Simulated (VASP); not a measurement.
Here is a VASP 6.6.1 calculation.

INCAR

```
ALGO = Normal
EDIFF = 1E-7
ENCUT = 520
GGA = PE
ISIF = 2
ISMEAR = -1
IVDW = 13
LASPH = T
LCHARG = F
LREAL = F
LWAVE = F
NBANDS = 21
NELM = 60
PREC = Accurate
SIGMA = 0.05
```

Contents of KPOINTS:

```
k-points
0
Gamma
  11 11 6
```

Contents of POSCAR:

```
Ru
1.0
    2.6692306523      0.0000000000      0.0000000000
   -1.3346153261      2.3116215535      0.0000000000
    0.0000000000      0.0000000000      4.2240293924
Ru
2
Direct
    0.6666666667      0.3333333333      0.7500000000
    0.3333333333      0.6666666667      0.2500000000
```

Potentials or basis: VASP PAW PBE potentials, release 64 (Ru_pv).

Launch:

```console
$ cat potpaw_PBE.64/Ru_pv/POTCAR > POTCAR
$ mpirun -np 1 vasp_std > vasp.out
```

Task: What does it give for the band gap on the k mesh?

Result: Zero (band 14 reaches 15.20 eV, above the bottom of band 15 at 11.93 eV).

Task: Estimate the dispersion energy per atom.

Result: -0.546 eV.

Stress tensor (GPa, compression positive):
```
12.97  0.00  0.00
 0.00 12.97  0.00
 0.00  0.00 13.84
```

Caveat: pairwise dispersion overbinds metals, which lowers pressure and volume.
